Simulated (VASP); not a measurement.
Set up this calculation in VASP 6.6.1, as the native input.

```
Task                   : single point
Functional             : LDA
Potentials or basis    : VASP PAW LDA potentials, release 64 (Al, Co)
Cutoff                 : 520 eV
k mesh                 : 9 × 9 × 21
Occupations            : gaussian, width 0.1 eV
Spin                   : no spin polarisation
Dipole correction      : no
Further INCAR settings : ALGO = Fast; EDIFF = 1e-06; NBANDS = 13; ISYM = 0
```

The structure of AlCo lies in POSCAR:

```
AlCo
1.0
    3.9621891105      0.0000000054     -0.0002730018
   -1.9810945505      3.4313564270      0.0002730018
   -1.9812053097      1.1438494189      1.6110227072
Al Co
1 1
Direct
    0.0000000000      0.0000000000      0.0000000000
    0.5000000000      0.5000000000      0.5000000000
```

The input as run:

INCAR

```
  ALGO = Fast
  EDIFF = 1E-6
  ENCUT = 520
  GGA = CA
  ISIF = 2
  ISMEAR = 0
  ISYM = 0
  LASPH = True
  LCHARG = False
  LREAL = False
  LWAVE = False
  NBANDS = 13
  NELM = 100
  PREC = Accurate
  SIGMA = 0.1
```

KPOINTS

```
k-points
0
Gamma
  9 9 21
```

Potentials or basis: VASP PAW LDA potentials, release 64 (Al, Co).

Launch:

```bash
$ cat potpaw_LDA.64/Al/POTCAR potpaw_LDA.64/Co/POTCAR > POTCAR
$ mpirun -np 1 vasp_std > vasp.out
```

It gave:

The pressure is -1.0 GPa and the band gap on the k mesh is zero (bands 6 and 7 overlap by 2.49 eV).

Caveat: the run has no spin polarisation, though such a crystal can be magnetic.

Run time: 10 min on 1 thread of AMD EPYC 7R43 64-Core Processor (Zen 3), on a shared host, peak memory 0.32 GiB.
